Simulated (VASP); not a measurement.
Wanted: the native input for a VASP 6.6.1 run.

* Task: single point
* Functional: r2SCAN
* Potentials or basis: VASP PAW PBE potentials, release 64 (Sr_sv)
* Cutoff: 520 eV
* k mesh: 8 × 8 × 8
* Occupations: fermi-dirac, width 0.05 eV
* Spin: no spin polarisation
* Dipole correction: no
* Further INCAR settings: ALGO = Normal; EDIFF = 1e-07; NBANDS = 11

Sr:

```
Sr
1.0
     0.00000    2.98024    2.98024
     2.98024    0.00000    2.98024
     2.98024    2.98024    0.00000
Sr
1
Cartesian
  0.0000 0.0000 0.0000
```

One way to write it, as run:

POSCAR

```
Sr
1.0
    0.0000000000      2.9802437979      2.9802437979
    2.9802437979      0.0000000000      2.9802437979
    2.9802437979      2.9802437979      0.0000000000
Sr
1
Direct
    0.0000000000      0.0000000000      0.0000000000
```

INCAR.step1

```
PREC     = Accurate       # precision mode
ENCUT    = 520            # plane-wave cutoff, eV
ISMEAR   = -1             # smearing method
SIGMA    = 0.05           # smearing width, eV
LREAL    = False          # projectors in reciprocal space
LASPH    = True           # aspherical terms in the spheres
NELM     = 80             # most SCF steps
NBANDS   = 11             # bands
GGA      = PE             # functional
ALGO     = Normal         # electronic algorithm
EDIFF    = 1E-4           # SCF threshold, eV
LWAVE    = True           # write WAVECAR
LCHARG   = False          # write CHGCAR
```

INCAR.step2

```
PREC     = Accurate       # precision mode
ENCUT    = 520            # plane-wave cutoff, eV
EDIFF    = 1E-7           # SCF threshold, eV
ISMEAR   = -1             # smearing method
SIGMA    = 0.05           # smearing width, eV
LREAL    = False          # projectors in reciprocal space
LASPH    = True           # aspherical terms in the spheres
NELM     = 80             # most SCF steps
ALGO     = Normal         # electronic algorithm
ISIF     = 2              # what is computed and relaxed
LWAVE    = False          # write WAVECAR
LCHARG   = False          # write CHGCAR
METAGGA  = R2SCAN         # meta-GGA
LMIXTAU  = True         
NBANDS   = 11             # bands
ISTART   = 1
```

KPOINTS

```
regular mesh
0
Gamma
  8 8 8
```

Potentials or basis: VASP PAW PBE potentials, release 64 (Sr_sv).

Command:

```sh
$ cat potpaw_PBE.64/Sr_sv/POTCAR > POTCAR
$ cp INCAR.step1 INCAR
$ mpirun -np 1 vasp_std > vasp.out
$ cp INCAR.step2 INCAR
$ mpirun -np 1 vasp_std > vasp.out
```

It gave:

* Pressure: 0.9 GPa
* Band gap on the k mesh: zero (band 5 reaches 1.81 eV, above the bottom of band 6 at 1.73 eV)

Caveat: the PAW data sets were made with another functional, which shifts forces and pressure a little.

Wall time 41 s on 1 thread of Intel(R) Xeon(R) Platinum 8488C (Sapphire Rapids), with other jobs on the host, peak memory 0.18 GiB.
